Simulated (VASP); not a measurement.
Runs of VASP 6.6.1 on SmBeB4. The structure is that of space group P6/mmm (No. 191), or close to it. The cells are those of the table. 

| task | cell | k mesh | cutoff (eV) | gap on the mesh (eV) | pressure (GPa) | largest force (eV/Å) |
| --- | --- | --- | --- | --- | --- | --- |
| relaxation of cell and atoms | relaxed from a = 3.143, b = 3.143, c = 6.718 Å, angles 90.0, 90.0, 120.0°, 6 atoms | 6 × 6 × 4 | 600 | none | 0.5 | 0.03 |
| single point | a = 3.120, b = 3.120, c = 6.817 Å, angles 90.0, 90.0, 120.0°, 6 atoms | 6 × 6 × 4 | 520 | none | -9.3 | (b) |
| single point | a = 3.113, b = 3.113, c = 6.888 Å, angles 90.0, 90.0, 120.0°, 6 atoms | 12 × 12 × 6 | 520 | none | -9.6 | (a) |
| single point | a = 3.143, b = 3.143, c = 6.718 Å, angles 90.0, 90.0, 120.0°, 6 atoms | 6 × 6 × 4 | 520 | none | 9.6 | 2.47 |

Alike in all rows: level PBE; potentials or basis VASP PAW PBE potentials, release 64 (Sm, Be, B); no spin polarisation; smearing gaussian 0.1 eV.

Problem. Fill in the values left out.

Solution. (a) 0.18; (b) 0.23.

Caveats: some runs use coarse meshes; spin-orbit coupling is left out, which moves the levels of the heavy elements; without U or exact exchange the open f shell lies at the Fermi level, which spoils levels, moments and volumes; the electronic state changed during the relaxation (some runs); forces of over 1 eV/Å act on the atoms, so gaps and moduli don't describe the material at rest (some runs).

A k mesh can miss the band edges, and the runs leave out spin-orbit coupling on Sm.

A gap of «none» marks levels without a gap at the run's occupations.
